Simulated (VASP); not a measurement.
# CrCu3Ni (Pm-3m) in VASP: notebook

The runs below take CrCu3Ni through single point, relaxation of cell and atoms, with PBE.

All numbers are computed with VASP 6.6.1; they aren't measurements. Logs are shortened: lines on timing, memory, paths and dates and some standing lists are left out, and cuts for length are marked.

### Step 1. The cell of the first run

The structure is cubic, space group Pm-3m (No. 221). Conventional cell: a = 4.358 Å, b = 4.358 Å, c = 4.358 Å, α = 90.00°, β = 90.00°, γ = 90.00°. Within 4.1 Å of Cr (site symmetry m-3m) lie 12 Cu at 3.08 Å and 8 Ni at 3.77 Å. Cu (site symmetry 4/mmm) has 2 Ni at 2.18 Å within 2.9 Å. Ni (site symmetry m-3m) has 6 Cu at 2.18 Å within 2.9 Å.

### Step 2. Single point, PBE, collinear spin, ferromagnetic start

INCAR reads:

```
PREC = Accurate
ENCUT = 520
EDIFF = 1E-6
ISMEAR = 0
SIGMA = 0.1
LREAL = F
LASPH = T
NELM = 150
ALGO = Normal
ISIF = 2
LWAVE = F
LCHARG = F
ISPIN = 2
MAGMOM = 3.81 0 0 0 0.36
LORBIT = 11
LMAXMIX = 4
GGA = PE
NBANDS = 40
```

KPOINTS reads:

```
regular mesh
0
Gamma
  4 4 4
```

POSCAR reads:

```
CrCu3Ni
1.0
    4.3582508324      0.0000000000      0.0000000000
    0.0000000000      4.3582508324      0.0000000000
    0.0000000000      0.0000000000      4.3582508324
Cr Cu Ni
1 3 1
Direct
    0.0000000000      0.0000000000      0.0000000000
    0.0000000000      0.5000000000      0.5000000000
    0.5000000000      0.0000000000      0.5000000000
    0.5000000000      0.5000000000      0.0000000000
    0.5000000000      0.5000000000      0.5000000000
```

Potentials or basis: VASP PAW PBE potentials, release 64 (Cr_pv, Cu, Ni).

Started as:

```sh
$ cat potpaw_PBE.64/Cr_pv/POTCAR potpaw_PBE.64/Cu/POTCAR potpaw_PBE.64/Ni/POTCAR > POTCAR
$ mpirun -np 1 vasp_std > vasp.out
```

OUTCAR:

```text
PREC = Accurate
   ENCUT = 520
   EDIFF = 1E-6
   ISMEAR = 0
   LREAL = F
   LASPH = T
   NELM = 150
   ISIF = 2
   ISPIN = 2
   LORBIT = 11
   GGA = PE

 ion  position               nearest neighbor table
   1  0.000  0.000  0.000-
   2  0.000  0.500  0.500-   5 2.18   5 2.18
   3  0.500  0.000  0.500-   5 2.18   5 2.18
   4  0.500  0.500  0.000-   5 2.18   5 2.18
   5  0.500  0.500  0.500-   2 2.18   3 2.18   4 2.18   4 2.18   3 2.18   2 2.18

  LATTYP: Found a simple cubic cell.
 ALAT       =     4.3582508324

  Lattice vectors:

 A1 = (   4.3582508324,   0.0000000000,   0.0000000000)
 A2 = (   0.0000000000,   4.3582508324,   0.0000000000)
 A3 = (   0.0000000000,   0.0000000000,   4.3582508324)

Analysis of symmetry for initial positions (statically):
=====================================================================
 Subroutine PRICEL returns:
 Original cell was already a primitive cell.

 Routine SETGRP: Setting up the symmetry group for a
 simple cubic supercell.

 Subroutine GETGRP returns: Found 48 space group operations
 (whereof 48 operations were pure point group operations)
 out of a pool of 48 trial point group operations.

The static configuration has the point symmetry O_h .

Analysis of symmetry for dynamics (positions and initial velocities):
=====================================================================
 Subroutine PRICEL returns:
 Original cell was already a primitive cell.

 Routine SETGRP: Setting up the symmetry group for a
 simple cubic supercell.

 Subroutine GETGRP returns: Found 48 space group operations
 (whereof 48 operations were pure point group operations)
 out of a pool of 48 trial point group operations.

The dynamic configuration has the point symmetry O_h .

Analysis of structural, dynamic, and magnetic symmetry:
=====================================================================
 Subroutine PRICEL returns:
 Original cell was already a primitive cell.

 Routine SETGRP: Setting up the symmetry group for a
 simple cubic supercell.

 Subroutine GETGRP returns: Found 48 space group operations
 (whereof 48 operations were pure point group operations)
 out of a pool of 48 trial point group operations.

The overall configuration has the point symmetry O_h .

 Subroutine INISYM returns: Found 48 space group operations
 (whereof 48 operations are pure point group operations),
[... 114 lines left out ...]
   AEXX    =    0.0000 exact exchange contribution
   IVDW    =     0    specifies the selected vdW correction
   LEPSILON=     F    determine dielectric tensor
   LRPA    =     F    only Hartree local field effects (RPA)
 spin polarized calculation
 Gauss-broadening in eV      SIGMA  =   0.10
  energy-cutoff  :      520.00
  volume of cell :       82.78
 maximum number of plane-waves:      2272
   NGX = 17   NGY = 17   NGZ = 17

 number of electron      54.9999888 magnetization       4.8579589

 Free energy of the ion-electron system (eV)
  ---------------------------------------------------
  ext. energy  EPLUGINS =         0.00000000
  ---------------------------------------------------
  free energy    TOTEN  =       -21.49179022 eV

  energy without entropy =      -21.47963137  energy(sigma->0) =      -21.48571080

 E-fermi :   4.8004     XC(G=0): -10.8477

 val. band max:        4.7864517537   @ k =   0.0000   0.0000   0.0000
 cond. band min:       4.9746269497   @ k =   0.5000   0.2500   0.0000
 fundamental gap:      0.1881751960
 Fermi energy:         4.8004290482

 spin component 1

 k-point     1 :       0.0000    0.0000    0.0000
  band No.  band energies     occupation
      1     -39.0031      1.00000
      2     -39.0031      1.00000
      3     -39.0031      1.00000
      4      -2.4193      1.00000
      5       0.9030      1.00000
      6       0.9030      1.00000
[... 409 lines left out ...]
     38      18.8006      0.00000
     39      18.8006      0.00000
 Fermi energy:         4.8004290482

 spin component 2

 k-point     1 :       0.0000    0.0000    0.0000
  band No.  band energies     occupation
      1     -35.0881      1.00000
      2     -35.0881      1.00000
      3     -35.0881      1.00000
      4      -2.2362      1.00000
      5       1.0648      1.00000
      6       1.0648      1.00000
[... 409 lines left out ...]
     38      18.8916      0.00000
     39      18.8916      0.00000
 [bands above 39 left out]

------------------------ aborting loop because EDIFF is reached ----------------------------------------

  FORCE on cell =-STRESS in cart. coord.  units (eV):
  Direction    XX          YY          ZZ          XY          YZ          ZX
  --------------------------------------------------------------------------------------
  -------------------------------------------------------------------------------------
  Total        0.1451824      0.1451824      0.1451824      0.0000000     -0.0000000      0.0000000
  in kB        2.8098817      2.8098817      2.8098817      0.0000000     -0.0000000      0.0000000
  external PRESSURE =       2.8098817 kB  Pullay stress =       0.0000000 kB

 VOLUME and BASIS-vectors are now :
 -----------------------------------------------------------------------------
  energy-cutoff  :      520.00
  volume of cell :       82.78
      direct lattice vectors                 reciprocal lattice vectors
     4.358250832  0.000000000  0.000000000     0.229449850  0.000000000  0.000000000
     0.000000000  4.358250832  0.000000000     0.000000000  0.229449850  0.000000000
     0.000000000  0.000000000  4.358250832     0.000000000  0.000000000  0.229449850

 POSITION                                       TOTAL-FORCE (eV/Angst)
 -----------------------------------------------------------------------------------
      0.00000      0.00000      0.00000         0.000000      0.000000      0.000000
      0.00000      2.17913      2.17913         0.000000      0.000000      0.000000
      2.17913      0.00000      2.17913         0.000000      0.000000      0.000000
      2.17913      2.17913      0.00000         0.000000      0.000000      0.000000
      2.17913      2.17913      2.17913         0.000000      0.000000      0.000000
 -----------------------------------------------------------------------------------
    total drift:                                0.000000     -0.000000     -0.000000

  FREE ENERGIE OF THE ION-ELECTRON SYSTEM (eV)
  ---------------------------------------------------
  free  energy   TOTEN  =       -21.4917902208 eV

  energy  without entropy=      -21.4796313705  energy(sigma->0) =      -21.48571080

 total charge

# of ion       s       p       d       tot
------------------------------------------
    1        0.176   6.081   4.066  10.323
    2        0.470   0.275   9.192   9.938
    3        0.470   0.275   9.192   9.938
    4        0.470   0.275   9.192   9.938
    5        0.605   0.482   8.517   9.604
--------------------------------------------------
tot          2.193   7.387  40.160  49.740

 magnetization (x)

# of ion       s       p       d       tot
------------------------------------------
    1        0.047   0.026   3.829   3.902
    2       -0.027   0.007   0.053   0.033
    3       -0.027   0.007   0.053   0.033
    4       -0.027   0.007   0.053   0.033
    5       -0.003  -0.009   0.400   0.388
--------------------------------------------------
tot         -0.038   0.039   4.387   4.388
```

OSZICAR:

```text
N       E                     dE             d eps       ncg     rms          rms(c)
DAV:   1     0.488886895538E+03    0.48889E+03   -0.24607E+04  1632   0.197E+03
DAV:   2     0.206405829756E+02   -0.46825E+03   -0.45017E+03  1600   0.414E+02
DAV:   3    -0.237707024186E+02   -0.44411E+02   -0.41129E+02  1792   0.158E+02
DAV:   4    -0.250456045539E+02   -0.12749E+01   -0.12691E+01  2080   0.328E+01
DAV:   5    -0.250843297222E+02   -0.38725E-01   -0.38696E-01  2432   0.420E+00    0.194E+01
DAV:   6    -0.478774361550E+02   -0.22793E+02   -0.14088E+02  1920   0.144E+02    0.778E+01
DAV:   7    -0.226363962120E+02    0.25241E+02   -0.11791E+02  2168   0.704E+01    0.172E+01
DAV:   8    -0.212951109353E+02    0.13413E+01   -0.68470E+00  1976   0.369E+01    0.963E+00
DAV:   9    -0.213033122880E+02   -0.82014E-02   -0.48786E-01  2752   0.152E+01    0.581E+00
DAV:  10    -0.215133957531E+02   -0.21008E+00   -0.30937E-01  2168   0.736E+00    0.279E+00
DAV:  11    -0.214941239080E+02    0.19272E-01   -0.10446E-01  2480   0.673E+00    0.106E+00
DAV:  12    -0.214920614422E+02    0.20625E-02   -0.28929E-02  2016   0.191E+00    0.492E-01
DAV:  13    -0.214915947901E+02    0.46665E-03   -0.28828E-03  2288   0.625E-01    0.298E-01
DAV:  14    -0.214918113608E+02   -0.21657E-03   -0.57847E-04  2072   0.223E-01    0.151E-01
DAV:  15    -0.214917680198E+02    0.43341E-04   -0.20500E-04  2488   0.258E-01    0.741E-02
DAV:  16    -0.214917868279E+02   -0.18808E-04   -0.33670E-05  2056   0.437E-02    0.417E-02
DAV:  17    -0.214917905247E+02   -0.36967E-05   -0.34690E-06  1696   0.183E-02    0.229E-02
DAV:  18    -0.214917902208E+02    0.30387E-06   -0.18026E-06  1400   0.146E-02
   1 F= -.21491790E+02 E0= -.21485711E+02  d E =-.121589E-01  mag=     4.8588
```

Run time: 98 s. Hardware: 1 thread of Oxide Virtual Turin-like, shared host; peak memory 0.2 GiB.

Results:

```
Free energy                                           : -21.4918 eV
Pressure                                              : 0.3 GPa
Net moment                                            : 4.86 μB per cell
Site moments                                          : Cr +3.90; Cu +0.03; Ni +0.39 μB
Valence electrons inside the program's atomic spheres : Cr 10.32; Cu 9.94; Ni 9.60
```

Caveat: the k points lie up to 0.36 Å⁻¹ apart.

### Step 3. Relaxation of cell and atoms, PBE, collinear spin, ferromagnetic start

This run uses another cell than the first one, of 11.33 Å³/atom.

INCAR reads:

```
ALGO = Fast ; EDIFF = 1E-6
EDIFFG = -0.04 ; ENCUT = 600
GGA = PE ; IBRION = 2
ISIF = 3 ; ISMEAR = 0
ISPIN = 2 ; LASPH = T
LCHARG = F ; LMAXMIX = 4
LORBIT = 11 ; LREAL = F
LWAVE = F ; MAGMOM = 3.81 0 0 0 0.36
NELM = 150 ; NSW = 90
PREC = Accurate ; SIGMA = 0.1
```

KPOINTS reads:

```
k-points
0
Gamma
  4 4 4
```

Edit POSCAR of step 2 so:

```diff
@@ -2,5 +2,5 @@
 1.0
-    4.3582508324      0.0000000000      0.0000000000
-    0.0000000000      4.3582508324      0.0000000000
-    0.0000000000      0.0000000000      4.3582508324
+    3.8411307188      0.0000000000      0.0000000000
+    0.0000000000      3.8411307188      0.0000000000
+    0.0000000000      0.0000000000      3.8411307188
 Cr Cu Ni
```

Potentials or basis: VASP PAW PBE potentials, release 64 (Cr_pv, Cu, Ni).

Started as:

```sh
$ cat potpaw_PBE.64/Cr_pv/POTCAR potpaw_PBE.64/Cu/POTCAR potpaw_PBE.64/Ni/POTCAR > POTCAR
$ mpirun -np 1 vasp_std > vasp.out
```

Run time: 13 min. Hardware: 1 thread of Oxide Virtual Turin-like, shared host; peak memory 0.2 GiB.

The run converged. Its results:

* Free energy: -21.4728 eV
* Relaxed volume: 16.54 Å³/atom
* Relaxed cell: a = 4.357 Å, b = 4.357 Å, c = 4.357 Å, α = 90.00°, β = 90.00°, γ = 90.00°
* Space group after relaxing (to 0.1 Å): Pm-3m (No. 221)
* Pressure after relaxing: 0.0 GPa
* Net moment: 4.86 μB per cell
* Site moments: Cr +3.90; Cu +0.03; Ni +0.39 μB
* Valence electrons inside the program's atomic spheres: Cr 10.32; Cu 9.94; Ni 9.60

Final structure:
```cif
data_structure
_symmetry_space_group_name_H-M 'P 1'
_symmetry_Int_Tables_number 1
_cell_length_a 4.3572
_cell_length_b 4.3572
_cell_length_c 4.3572
_cell_angle_alpha 90.000
_cell_angle_beta 90.000
_cell_angle_gamma 90.000
_cell_volume 82.72
loop_
_atom_site_label
_atom_site_type_symbol
_atom_site_fract_x
_atom_site_fract_y
_atom_site_fract_z
_atom_site_occupancy
Cr1 Cr 0.00000 0.00000 0.00000 1
Cu1 Cu 0.00000 0.50000 0.50000 1
Cu2 Cu 0.50000 0.00000 0.50000 1
Cu3 Cu 0.50000 0.50000 0.00000 1
Ni1 Ni 0.50000 0.50000 0.50000 1
```

Levels at points of the mesh, in eV from the Fermi level:
Spin up:
```
           k point  band 28  band 29  band 30  band 31  band 32  band 33
(0.00, 0.00, 0.00)    -0.06    -0.06     0.56     0.56     0.56     4.01
(0.50, 0.00, 0.00)    -0.47    -0.43    -0.37     3.26     3.26     4.52
(0.50, 0.50, 0.00)    -0.72    -0.66    -0.66     0.18     0.31     4.60
(0.50, 0.50, 0.50)    -0.54    -0.54     0.80     0.80     0.80     1.42
```
Spin down:
```tsv
k point	band 21	band 22	band 23	band 24	band 25	band 26	band 27	band 28	band 29	band 30
(0.00, 0.00, 0.00)	-0.40	-0.01	-0.01	-0.01	0.75	0.75	0.75	2.17	2.17	2.84
(0.50, 0.00, 0.00)	-1.06	-0.37	-0.37	-0.33	-0.02	1.36	1.36	1.88	2.82	2.85
(0.50, 0.50, 0.00)	-1.37	-1.03	-1.03	-0.86	-0.39	-0.39	0.34	2.23	2.23	2.93
(0.50, 0.50, 0.50)	-1.65	-1.65	-1.51	-1.51	-0.11	-0.11	-0.11	1.35	1.35	1.35
```

Caveat: the k points lie up to 0.36 Å⁻¹ apart in the final cell; the volume moved by over 15 % at a fixed basis, so the end points are rough.
